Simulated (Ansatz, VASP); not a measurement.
Fe in VASP and in Ansatz

```
Fe
1.0
     2.43416    0.00000    0.00000
    -1.21708    2.10804    0.00000
     0.00000    0.00000    3.84193
Fe
2
Direct
  0.66667 0.33333 0.75000
  0.33333 0.66667 0.25000
```

Alike in both runs: task single point; functional PBEsol; k mesh 10 × 10 × 6; occupations fermi-dirac, width 0.05 eV; collinear spin; fixed moment 1.5 μB.

|  | VASP | Ansatz |
| --- | --- | --- |
| version | VASP 6.6.1 | Ansatz 0.2.0 |
| potentials or method | VASP PAW PBE potentials, release 64 (Fe_sv) | Ansatz PAW |
| plane-wave cutoff (eV) | 600 | 420 |
| valence electrons in the cell | 32 | 32 |

|  | VASP | Ansatz | Ansatz less VASP |
| --- | --- | --- | --- |
| pressure (GPa) | 0.0 | 4.2 | +4.18 |
| traceless stress, the component that is largest in VASP (GPa) | 3.63 | 3.67 | +0.049 |
| net moment per atom (μB) | 0.75 | 0.75 | 0.000 |
| size of the moment on the site where the two differ most (μB) | 0.73 | 0.75 | +0.014 |

VASP's potentials were made for PBE, not for PBEsol. Site moments also hang on the region over which each program counts them. One of these differences is far larger than is usual between the two programs; its cause wasn't traced.
